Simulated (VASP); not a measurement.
# H3C2Cl in VASP: notebook, part 2 of 2

VASP 6.6.1.

**4. Single point, PBE+D3(BJ)**

This run uses another cell than the first one, of 16.17 Å³/atom.

INCAR

```
SYSTEM = H3C2Cl
PREC = Accurate
ENCUT = 520
EDIFF = 1E-6
ISMEAR = -1
SIGMA = 0.05
LREAL = Auto
LASPH = .TRUE.
NELM = 100
ALGO = Normal
ISIF = 2
LWAVE = .FALSE.
LCHARG = .TRUE.
GGA = PE
IVDW = 12
LELF = .TRUE.
LVHAR = .TRUE.
NBANDS = 54
```

KPOINTS

```
Automatic mesh
0
G
  1 1 1
  0 0 0
```

POSCAR

```
H3C2Cl
1.0
    7.1217100000     -0.3540050000     -0.0943290000
   -0.3540050000      6.8649930000      0.6104030000
   -0.0943290000      0.6104030000      8.0153900000
Cl H C
4 12 8
Direct
    0.2680771509      0.2181462684      0.5485360429
    0.6660940425      0.2747580775      0.2815981294
    1.0121498021      0.5919495895      0.0443580753
    0.1205967135      0.1278090788      0.0658309480
    0.3643425964      0.3778503794      0.6178522901
    0.8053533756      0.3734515198      0.1917701136
    0.9764949898      0.7537660270      0.0972891839
   -0.0324701338      0.1541211490     -0.0297102059
    0.6556154382      0.7603732729     -0.0028932564
    0.3886437477      0.7488493022      0.3616243895
    0.7833847973      0.9330230778      0.3524314873
    1.0057785550      0.7228398466      0.6845643786
    0.9673203807      0.1979146401      0.6680072553
    0.5964294883      0.2819661970      0.8881723266
    0.2566172542      0.6623046299      0.8543980662
    0.6011928157      0.5697910220      0.6266579378
    0.4585197538      0.7613713942      0.2344500176
    0.5602032499      0.7690430543      0.1098283708
    0.9461452513      0.7853661750      0.5697987329
    0.8659162061      0.8768584076      0.4515243809
    0.7224141020      0.2375277547      0.8347138375
    0.8397500433      0.2021223397      0.7378850810
    0.4832204407      0.6208343557      0.6814169426
    0.3777497849      0.6609974518      0.7858454713
```

The run is started by

```
> cat potpaw_PBE.64/Cl/POTCAR potpaw_PBE.64/H/POTCAR potpaw_PBE.64/C/POTCAR > POTCAR
> mpirun -np 1 vasp_gam > vasp.out
```

Run time: 20 s. Hardware: 1 thread of AMD EPYC 9R45 (Zen 5), shared host; peak memory 0.36 GiB.

The run converged. Its results:

```yaml
Free_energy: -116.9693 eV
Pressure: -1.2 GPa
Largest_force: 2.729 eV/Å
Dispersion_energy_per_atom: -0.062 eV
```

Forces on the atoms (eV/Å):
```
Cl   0.960  1.558  0.835
Cl   0.134  0.237 -0.121
Cl  -0.487  0.621  0.316
Cl   0.077 -0.219 -0.030
H   -1.089 -1.506 -0.882
H   -0.238 -0.090  0.248
H    0.209 -0.485 -0.161
H    0.241  0.026  0.084
H   -1.752  0.505  1.977
H    0.677  0.092 -1.854
H   -1.024  0.877 -1.546
H    0.446 -0.393  0.549
H   -0.360 -0.233 -0.016
H    0.774 -0.528  0.004
H   -0.883  0.552  1.034
H    0.124  0.405 -0.301
C    1.240 -0.131 -0.728
C   -0.301 -0.239  0.592
C   -0.656  0.780 -0.832
C    1.355 -1.484  1.846
C   -0.209  0.017 -0.989
C   -0.421  0.708  0.997
C   -0.138 -0.156  1.058
C    1.321 -0.915 -2.080
```

Stress tensor (GPa, compression positive):
```
-1.00 -0.29  2.26
-0.29 -0.41 -1.28
 2.26 -1.28 -2.15
```

Levels at points of the mesh, in eV from the Fermi level:
| k point | band 34 | band 35 | band 36 | band 37 | band 38 | band 39 |
| --- | --- | --- | --- | --- | --- | --- |
| (0.00, 0.00, 0.00) | -1.52 | -1.27 | -1.21 | 3.25 | 3.87 | 4.04 |

Caveat: the k points lie up to 0.93 Å⁻¹ apart, too coarse for converged energies, forces and pressures; the atoms stand as in a frame of molecular dynamics.

**5. Single point, PBE+D3(BJ)**

This run uses another cell than the first one, of 20.17 Å³/atom.

INCAR

```
SYSTEM = H3C2Cl
PREC = Accurate
ENCUT = 520
EDIFF = 1E-6
ISMEAR = -1
SIGMA = 0.05
LREAL = Auto
LASPH = .True.
NELM = 100
ALGO = Normal
ISIF = 2
LWAVE = .False.
LCHARG = .False.
GGA = PE
IVDW = 12
NBANDS = 54
```

KPOINTS

```
Automatic mesh
0
Gamma
  1 1 1
  0 0 0
```

POSCAR

```
H3C2Cl
1.0
    7.8514240000      0.0000000000      0.0000000000
    0.0000000000      7.8514240000      0.0000000000
    0.0000000000      0.0000000000      7.8514240000
Cl H C
4 12 8
Direct
    0.1803297965      0.2868105810      0.4688477616
    0.6478316935      0.3643427434      0.2438363240
    1.0042288470      0.6014867306      0.1079337322
    0.1908981141      0.1144000686      0.0067792652
    0.2710130318      0.3556182389      0.5908361364
    0.7857467525      0.4366588590      0.1832318024
    0.9903861582      0.6771197360      0.2579851257
    0.0508576918      0.1446412681     -0.0793289442
    0.4777802889      0.7870425462      0.0800086810
    0.4252740658      0.9764779715      0.4597042183
    0.7085395093      0.7330438187      0.4183928770
    1.0951316159      0.8092159008      0.5848719710
    0.8792602110      0.3531463639      0.6959066463
    0.7517625711     -0.0075566544      0.8857984505
    0.3601789172      0.4886740950      0.9388840550
    0.5603210919      0.4766632320      0.5598604439
    0.4434845566      0.9123969934      0.3401598470
    0.4629516672      0.8444760424      0.2032405536
    0.9723094960      0.7808974280      0.5321615333
    0.8329687575      0.7526595400      0.4726882554
    0.7915117951      0.1080204922      0.8249503555
    0.8377355182      0.2384041466      0.7573467538
    0.4947113536      0.4844479204      0.6802840677
    0.4229133994      0.4890806378      0.8169925872
```

The run is started by

```
> cat potpaw_PBE.64/Cl/POTCAR potpaw_PBE.64/H/POTCAR potpaw_PBE.64/C/POTCAR > POTCAR
> mpirun -np 1 vasp_gam > vasp.out
```

Wall time 21 s (1 thread of AMD EPYC 9R45 (Zen 5), shared host); peak memory 0.43 GiB.

The run converged. Its results:

| Property | Result |
| --- | --- |
| Free energy | -118.0859 eV |
| Pressure | -0.5 GPa |
| Largest force | 0.287 eV/Å |
| Dispersion energy per atom | -0.048 eV |

Forces on the atoms (eV/Å):
```
Cl   0.080  0.054  0.106
Cl   0.086  0.048 -0.050
Cl   0.018  0.143  0.210
Cl  -0.122  0.028 -0.092
H   -0.067 -0.047 -0.105
H   -0.125 -0.060  0.079
H    0.018 -0.142 -0.248
H    0.126 -0.042  0.064
H   -0.016 -0.002  0.129
H    0.026 -0.031 -0.116
H    0.078  0.061  0.032
H   -0.032 -0.028 -0.005
H   -0.014 -0.053 -0.006
H   -0.010  0.046 -0.016
H    0.040 -0.031 -0.108
H   -0.091  0.028  0.120
C   -0.005 -0.057 -0.049
C   -0.013  0.023  0.075
C    0.062  0.022 -0.020
C   -0.064 -0.011 -0.020
C    0.011 -0.034  0.023
C   -0.004  0.035 -0.014
C   -0.031  0.054  0.119
C    0.050 -0.005 -0.108
```

Stress tensor (GPa, compression positive):
```
-0.26 -0.01  0.14
-0.01 -0.37 -0.14
 0.14 -0.14 -0.78
```

Levels at points of the mesh, in eV from the Fermi level:
| k point | band 33 | band 34 | band 35 | band 36 | band 37 | band 38 | band 39 | band 40 |
| --- | --- | --- | --- | --- | --- | --- | --- | --- |
| (0.00, 0.00, 0.00) | -1.48 | -1.39 | -1.34 | -1.24 | 4.55 | 4.64 | 4.75 | 4.94 |

Caveat: the k points lie up to 0.80 Å⁻¹ apart, too coarse for converged energies, forces and pressures.

**6. Summary**

| cell | pressure (GPa) | largest force (eV/Å) |
| --- | --- | --- |
| a = 7.213, b = 7.010, c = 7.638 Å, angles 80.9, 92.2, 92.9°, 24 atoms, atomic positions A | 0.2 | 3.21 |
| a = 6.730, b = 6.542, c = 8.295 Å, angles 83.1, 90.9, 97.6°, 24 atoms, atomic positions B | 0.3 | 2.57 |
| a = 7.131, b = 6.901, c = 8.039 Å, angles 80.5, 91.6, 95.8°, 24 atoms, atomic positions C | -1.2 | 2.73 |
| a = 7.851 Å, 24 atoms, atomic positions D | -0.5 | 0.29 |

Alike in all rows: task single point; level PBE+D3(BJ); potentials or basis VASP PAW PBE potentials, release 64 (Cl, H, C); no spin polarisation; k mesh 1 × 1 × 1; cutoff (eV) 520; smearing fermi-dirac 0.05 eV.

Caveats: all runs use coarse meshes; the atoms stand as in a frame of molecular dynamics (at least some runs).

Total energies depend on the potentials used, so only differences within one code and one set of settings carry meaning.
